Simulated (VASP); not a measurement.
**KTaO3: single point with r2SCAN**

Crystal: KTaO3.

```
Ta K O
1.0
     3.90688    0.00000    0.00000
     0.00000    3.90688    0.00000
     0.00000    0.00000    3.90688
Ta K O
1 1 3
Direct
  0.00000 0.00000 0.00000
  0.50000 0.50000 0.50000
  0.00000 0.00000 0.50000
  0.00000 0.50000 0.00000
  0.50000 0.00000 0.00000
```

```json
{
  "Program": "VASP 6.6.1",
  "Task": "single point",
  "Functional": "r2SCAN",
  "Potentials or basis": "VASP PAW PBE potentials, release 64 (Ta_sv_GW, K_sv, O)",
  "Cutoff": "660 eV",
  "k mesh": "7 × 7 × 7",
  "Occupations": "fermi-dirac, width 0.05 eV",
  "Spin": "no spin polarisation",
  "Dipole correction": "no",
  "Second run": "valence_matched",
  "Further INCAR settings": "ALGO = Normal; EDIFF = 1e-06; NBANDS = 28"
}
```

```json
{"Pressure": "15.4 GPa", "Band gap on the k mesh": "2.84 eV, indirect (least direct gap 3.39 eV)"}
```

Levels at points of the mesh, in eV from the valence-band top:
| k point | band 18 | band 19 | band 20 | band 21 | band 22 | band 23 |
| --- | --- | --- | --- | --- | --- | --- |
| (0.00, 0.00, 0.00) | -0.55 | -0.55 | -0.55 | 2.84 | 2.84 | 2.84 |

Wall time 75 s on 1 thread of Intel(R) Xeon(R) 6975P-C (Granite Rapids), with other jobs on the host, peak memory 0.25 GiB.

Caveat: the PAW data sets were made with another functional, which shifts forces and pressure a little; spin-orbit coupling is left out, which moves the levels of the heavy elements. A k mesh can miss the band edges.
